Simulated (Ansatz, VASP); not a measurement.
## TaF3 in VASP and in Ansatz

The input INCAR:

```
SYSTEM = TaF3
PREC = Accurate ; ENCUT = 520
EDIFF = 1E-6 ; ISMEAR = 0
SIGMA = 0.15 ; LREAL = .False.
LASPH = .True. ; NELM = 80
ALGO = Normal ; ISIF = 2
LWAVE = .False. ; LCHARG = .False.
GGA = PS ; NBANDS = 24
```

File KPOINTS:

```
regular mesh
0
Gamma
  12 12 12
  0 0 0
```

Contents of POSCAR:

```
TaF3
1.0
    3.8426820000      0.0000000000      0.0000000000
    0.0000000000      3.8426820000      0.0000000000
    0.0000000000      0.0000000000      3.8426820000
Ta F
1 3
Direct
    0.0000000000      0.0000000000      0.0000000000
    0.5000000000      0.0000000000      0.0000000000
    0.0000000000      0.5000000000      0.0000000000
    0.0000000000      0.0000000000      0.5000000000
```

Input for Ansatz:

```yaml
crystal:
  lattice:
    - [3.842682, 0.0, 0.0]
    - [0.0, 3.842682, 0.0]
    - [0.0, 0.0, 3.842682]
  atoms:
    - { symbol: Ta, position: [0.0, 0.0, 0.0] }
    - { symbol: F, position: [0.5, 0.0, 0.0] }
    - { symbol: F, position: [0.0, 0.5, 0.0] }
    - { symbol: F, position: [0.0, 0.0, 0.5] }
basis:
  ecutwfc: 420
kpoints:
  mp_grid: { grid: [12, 12, 12] }
hamiltonian:
  xc: pbesol
scf:
  occupations: { method: gaussian, width: 0.15 }
output:
  forces: true
  stress: true
  eigenvalues: true
```

Change from the starting cell: strain -0.015 along x and y, -0.015 along z, atoms carried along.

Alike in both runs: task single point; functional PBEsol; k mesh 12 × 12 × 12; occupations gaussian, width 0.15 eV; no spin polarisation.

|  | VASP | Ansatz |
| --- | --- | --- |
| version | VASP 6.6.1 | Ansatz 0.2.0 |
| potentials or method | VASP PAW PBE potentials, release 64 (Ta_pv, F), cutoff 520 eV | scalar-relativistic, plane waves, PAW |
| valence electrons in the cell | 32 | 34 |

```tsv
	VASP	Ansatz	Ansatz less VASP
gap on the k mesh at the Fermi level (eV)	none	none	-
pressure (GPa)	31.0	30.3	-0.69
```

VASP's potentials were made for PBE, not for PBEsol. A gap of «none» marks a metal or a gap that the smearing closes. Both programs put the cell under a high pressure, so it lies far from rest at this level. VASP's potentials hold 32 valence electrons a cell and Ansatz's 34, so a difference there can come from the potentials and not from the codes.

Spin-orbit coupling is off throughout.
